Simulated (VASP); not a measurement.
# LiBr (Fm-3m) in VASP: single point with PBE

Aim: the single point of LiBr with PBE.

All numbers are computed with VASP 6.6.1; they aren't measurements. Logs are shortened: lines on timing, memory, paths and dates and some standing lists are left out, and cuts for length are marked.

### 1 The cell of the first run

The structure is cubic, space group Fm-3m (No. 225). Conventional cell: a = 5.501 Å, b = 5.501 Å, c = 5.501 Å, α = 90.00°, β = 90.00°, γ = 90.00°. Within 3.6 Å of Li (site symmetry m-3m) lie 6 Br at 2.75 Å. Within 3.6 Å of Br (site symmetry m-3m) lie 6 Li at 2.75 Å.

### 2 Single point, PBE

INCAR

```
PREC     = Accurate       # precision mode
ENCUT    = 750            # plane-wave cutoff, eV
EDIFF    = 1E-6           # SCF threshold, eV
ISMEAR   = 0              # smearing method
SIGMA    = 0.01           # smearing width, eV
LREAL    = F              # projectors in reciprocal space
LASPH    = T              # aspherical terms in the spheres
NELM     = 120            # most SCF steps
ALGO     = Normal         # electronic algorithm
ISIF     = 2              # what is computed and relaxed
LWAVE    = F              # write WAVECAR
LCHARG   = T              # write CHGCAR
GGA      = PE             # functional
LELF     = T              # ELF
LVHAR    = T            
NBANDS   = 12             # bands
GGA_COMPAT= F
```

KPOINTS

```
regular mesh
0
Gamma
  4 4 4
```

POSCAR

```
LiBr
1.0
    0.0000000000      2.7506500000      2.7506500000
    2.7506500000      0.0000000000      2.7506500000
    2.7506500000      2.7506500000      0.0000000000
Li Br
1 1
Direct
    0.0000000000      0.0000000000      0.0000000000
    0.5000000000      0.5000000000      0.5000000000
```

Potentials or basis: VASP PAW PBE potentials, release 64 (Li_sv, Br).

On the command line:

```sh
$ cat potpaw_PBE.64/Li_sv/POTCAR potpaw_PBE.64/Br/POTCAR > POTCAR
$ mpirun -np 1 vasp_std > vasp.out
```

OUTCAR:

```text
PREC = Accurate
   ENCUT = 750
   EDIFF = 1E-6
   ISMEAR = 0
   LREAL = F
   LASPH = T
   NELM = 120
   ISIF = 2
   GGA = PE

 ion  position               nearest neighbor table
   1  0.000  0.000  0.000-
   2  0.500  0.500  0.500-

  LATTYP: Found a face centered cubic cell.
 ALAT       =     5.5013000000

  Lattice vectors:

 A1 = (   0.0000000000,   2.7506500000,   2.7506500000)
 A2 = (   2.7506500000,   0.0000000000,   2.7506500000)
 A3 = (   2.7506500000,   2.7506500000,   0.0000000000)

Analysis of symmetry for initial positions (statically):
=====================================================================
 Subroutine PRICEL returns:
 Original cell was already a primitive cell.

 Routine SETGRP: Setting up the symmetry group for a
 face centered cubic supercell.

 Subroutine GETGRP returns: Found 48 space group operations
 (whereof 48 operations were pure point group operations)
 out of a pool of 48 trial point group operations.

The static configuration has the point symmetry O_h .

Analysis of symmetry for dynamics (positions and initial velocities):
=====================================================================
 Subroutine PRICEL returns:
 Original cell was already a primitive cell.

 Routine SETGRP: Setting up the symmetry group for a
 face centered cubic supercell.

 Subroutine GETGRP returns: Found 48 space group operations
 (whereof 48 operations were pure point group operations)
 out of a pool of 48 trial point group operations.

The dynamic configuration has the point symmetry O_h .

 Subroutine INISYM returns: Found 48 space group operations
 (whereof 48 operations are pure point group operations),
 and found     1 'primitive' translations

----------------------------------------------------------------------------------------

                                     Primitive cell

  volume of cell :      41.6233

  direct lattice vectors                    reciprocal lattice vectors
     0.000000000  2.750650000  2.750650000    -0.181775217  0.181775217  0.181775217
     2.750650000  0.000000000  2.750650000     0.181775217 -0.181775217  0.181775217
     2.750650000  2.750650000  0.000000000     0.181775217  0.181775217 -0.181775217

  length of vectors
     3.890006535  3.890006535  3.890006535     0.314843911  0.314843911  0.314843911

  position of ions in fractional coordinates (direct lattice)
     0.000000000  0.000000000  0.000000000
     0.500000000  0.500000000  0.500000000

[... 68 lines left out ...]
   TEBEG  =    0.0;   TEEND  =   0.0 temperature during run
   PSTRESS=    0.0 pullay stress
   NELECT =      10.0000    total number of electrons
   NUPDOWN=      -1.0000    fix difference up-down
   EMIN   =  10.00;   EMAX   =-10.00  energy-range for DOS
   EFERMI =   0.00;   METHOD = LEGACY
   ISMEAR =     0;   SIGMA  =   0.01  broadening in eV -4-tet -1-fermi 0-gaus
   EFERMI_NEDOS =   21; number of points for ismear=-14 and -15
   IALGO  =     38    algorithm
   IMIX   =      4    mixing-type and parameters
     AMIX     =   0.40;   BMIX     =  1.00
     AMIX_MAG =   1.60;   BMIX_MAG =  1.00
  volume/ion in A,a.u.               =      20.81       140.44
  Fermi-wavevector in a.u.,A,eV,Ry     =   1.017723  1.923217 14.092366  1.035760
  Thomas-Fermi vector in A             =   2.151140
   LORBIT       =      0    0 simple, 1 ext, 2 COOP (PROOUT), +10 PAW based schemes
   GGA     = PE    functional components
   LHFCALC =     F    Hartree Fock is set to
   AEXX    =    0.0000 exact exchange contribution
   IVDW    =     0    specifies the selected vdW correction
   LEPSILON=     F    determine dielectric tensor
   LRPA    =     F    only Hartree local field effects (RPA)
 non-spin polarized calculation
 Gauss-broadening in eV      SIGMA  =   0.01
  energy-cutoff  :      750.00
  volume of cell :       41.62
 maximum number of plane-waves:      1964
 NGX is ok and might be reduce to    36
   NGX = 17   NGY = 17   NGZ = 17

 number of electron      10.0000001 magnetization

 Free energy of the ion-electron system (eV)
  ---------------------------------------------------
  ext. energy  EPLUGINS =         0.00000000
  ---------------------------------------------------
  free energy    TOTEN  =        -6.63089106 eV

  energy without entropy =       -6.63089106  energy(sigma->0) =       -6.63089106

 E-fermi :   0.5179     XC(G=0):  -8.4219

 val. band max:        0.3193241485   @ k =   0.0000   0.0000   0.0000
 cond. band min:       5.2576346758   @ k =   0.0000   0.0000   0.0000
 fundamental gap:      4.9383105273
 Fermi energy:         0.5179124382

 k-point     1 :       0.0000    0.0000    0.0000
  band No.  band energies     occupation
      1     -44.0935      2.00000
      2     -13.1109      2.00000
      3       0.3193      2.00000
      4       0.3193      2.00000
      5       0.3193      2.00000
      6       5.2576      0.00000
      7      10.8155      0.00000
      8      10.8155      0.00000
      9      10.8155      0.00000
     10      12.5525      0.00000
     11      12.5525      0.00000
     12      12.5525      0.00000
[... 91 lines left out ...]
 k-point     8 :      -0.2500    0.5000    0.2500
  band No.  band energies     occupation
      1     -44.0921      2.00000
      2     -12.4536      2.00000
      3      -1.8195      2.00000
      4      -1.8195      2.00000
      5      -0.8194      2.00000
      6       8.3279      0.00000
      7       8.8810      0.00000
      8       9.7653      0.00000
      9       9.7653      0.00000
     10      14.2980      0.00000
     11      14.2980      0.00000
     12      17.6626      0.00000

------------------------ aborting loop because EDIFF is reached ----------------------------------------

  FORCE on cell =-STRESS in cart. coord.  units (eV):
  Direction    XX          YY          ZZ          XY          YZ          ZX
  --------------------------------------------------------------------------------------
  -------------------------------------------------------------------------------------
  Total        0.0619252      0.0619252      0.0619252     -0.0000000     -0.0000000     -0.0000000
  in kB        2.3836459      2.3836459      2.3836459     -0.0000000     -0.0000000     -0.0000000
  external PRESSURE =       2.3836459 kB  Pullay stress =       0.0000000 kB

 VOLUME and BASIS-vectors are now :
 -----------------------------------------------------------------------------
  energy-cutoff  :      750.00
  volume of cell :       41.62
      direct lattice vectors                 reciprocal lattice vectors
     0.000000000  2.750650000  2.750650000    -0.181775217  0.181775217  0.181775217
     2.750650000  0.000000000  2.750650000     0.181775217 -0.181775217  0.181775217
     2.750650000  2.750650000  0.000000000     0.181775217  0.181775217 -0.181775217

 POSITION                                       TOTAL-FORCE (eV/Angst)
 -----------------------------------------------------------------------------------
      0.00000      0.00000      0.00000         0.000000     -0.000000     -0.000000
      2.75065      2.75065      2.75065        -0.000000      0.000000      0.000000
 -----------------------------------------------------------------------------------
    total drift:                                0.000000      0.000000      0.000000

  FREE ENERGIE OF THE ION-ELECTRON SYSTEM (eV)
  ---------------------------------------------------
  free  energy   TOTEN  =        -6.6308910620 eV

  energy  without entropy=       -6.6308910620  energy(sigma->0) =       -6.63089106
```

OSZICAR:

```text
N       E                     dE             d eps       ncg     rms          rms(c)
DAV:   1     0.474083151103E+02    0.47408E+02   -0.45872E+03   192   0.952E+02
DAV:   2    -0.346783726490E+01   -0.50876E+02   -0.48955E+02   252   0.148E+02
DAV:   3    -0.659326315566E+01   -0.31254E+01   -0.31147E+01   264   0.378E+01
DAV:   4    -0.666011850852E+01   -0.66855E-01   -0.66810E-01   276   0.544E+00
DAV:   5    -0.666059586845E+01   -0.47736E-03   -0.47736E-03   252   0.456E-01    0.194E+00
DAV:   6    -0.662608155877E+01    0.34514E-01   -0.66313E-02   252   0.118E+00    0.119E+00
DAV:   7    -0.662836323995E+01   -0.22817E-02   -0.40270E-02   268   0.107E+00    0.441E-01
DAV:   8    -0.663085918329E+01   -0.24959E-02   -0.45684E-03   220   0.449E-01    0.657E-02
DAV:   9    -0.663085533989E+01    0.38434E-05   -0.11532E-04   240   0.810E-02    0.255E-02
DAV:  10    -0.663089014626E+01   -0.34806E-04   -0.54110E-05   224   0.483E-02    0.141E-02
DAV:  11    -0.663089106199E+01   -0.91573E-06   -0.50694E-06   244   0.129E-02
   1 F= -.66308911E+01 E0= -.66308911E+01  d E =-.140685-174
```

stdout:

```text
POSCAR found type information on POSCAR LiBr
 POSCAR found :  2 types and       2 ions
 scaLAPACK will be used
 LDA part: xc-table for (Slater+PW92), standard interpolation
 POSCAR, INCAR and KPOINTS ok, starting setup
 FFT: planning ... GRIDC
 FFT: planning ... GRID_SOFT
 FFT: planning ... GRID
 WAVECAR not read
 entering main loop
```

Wall time 18 s (1 thread of Intel Xeon 8259CL, shared host); peak memory 0.2 GiB.

What came out:

```yaml
Free_energy: -6.6309 eV
Pressure: 0.2 GPa
Band_gap_on_the_k_mesh: 4.94 eV, direct
```

Levels at points of the mesh, in eV from the valence-band top:
```csv
k point,band 2,band 3,band 4,band 5,band 6,band 7,band 8,band 9
"(0.00, 0.00, 0.00)",-13.43,0.00,0.00,0.00,4.94,10.50,10.50,10.50
"(0.50, 0.00, 0.00)",-12.96,-2.88,-0.26,-0.26,5.62,8.10,8.10,11.75
"(0.50, 0.50, 0.00)",-12.77,-2.88,-1.14,-1.14,6.24,7.11,11.62,12.43
```

Caveat: the k points lie up to 0.49 Å⁻¹ apart. Expect the measured gap to be larger: semilocal functionals such as PBE lack the derivative discontinuity.
